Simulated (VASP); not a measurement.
A run of VASP 6.6.1 is set up as follows.

POSCAR

```
C
1.0
    2.4189710544      0.0000000000      0.0000000000
   -1.2094855272      2.0948903842      0.0000000000
    0.0000000000      0.0000000000      7.0282339445
C
4
Direct
    0.0000000000      0.0000000000      0.2500000000
    0.0000000000      0.0000000000      0.7500000000
    0.3333333333      0.6666666667      0.2500000000
    0.6666666667      0.3333333333      0.7500000000
```

The input INCAR.step1:

```
SYSTEM = C
ALGO = Normal
EDIFF = 1E-4
ENCUT = 520
GGA = PE
ISMEAR = 0
LASPH = .TRUE.
LCHARG = .FALSE.
LREAL = .FALSE.
LWAVE = .TRUE.
NBANDS = 16
NELM = 100
PREC = Accurate
SIGMA = 0.1
```

Contents of INCAR.step2:

```
SYSTEM = C
ALGO = Normal
EDIFF = 1E-7
ENCUT = 520
ISIF = 2
ISMEAR = 0
ISTART = 1
LASPH = .TRUE.
LCHARG = .TRUE.
LELF = .TRUE.
LMIXTAU = .TRUE.
LREAL = .FALSE.
LVHAR = .TRUE.
LWAVE = .FALSE.
METAGGA = R2SCAN
NBANDS = 16
NELM = 100
PREC = Accurate
SIGMA = 0.1
```

KPOINTS

```
k-points
0
G
  24 24 8
  0 0 0
```

Potentials or basis: VASP PAW PBE potentials, release 64 (C).

Command:

```bash
$ cat potpaw_PBE.64/C/POTCAR > POTCAR
$ cp INCAR.step1 INCAR
$ mpirun -np 1 vasp_std > vasp.out
$ cp INCAR.step2 INCAR
$ mpirun -np 1 vasp_std > vasp.out
```

Estimate the pressure.

13.9 GPa.

Predict the band gap on the k mesh.

zero (band 8 reaches 4.57 eV, above the bottom of band 9 at 4.55 eV).

Stress tensor (GPa, compression positive):
```
20.90  0.00  0.00
 0.00 20.90  0.00
 0.00  0.00 -0.12
```

Caveat: the cell differs from its parent crystal (biaxial strain in the a-b plane: -1.5 %, then relaxed in part); the PAW data sets were made with another functional, which shifts forces and pressure a little.
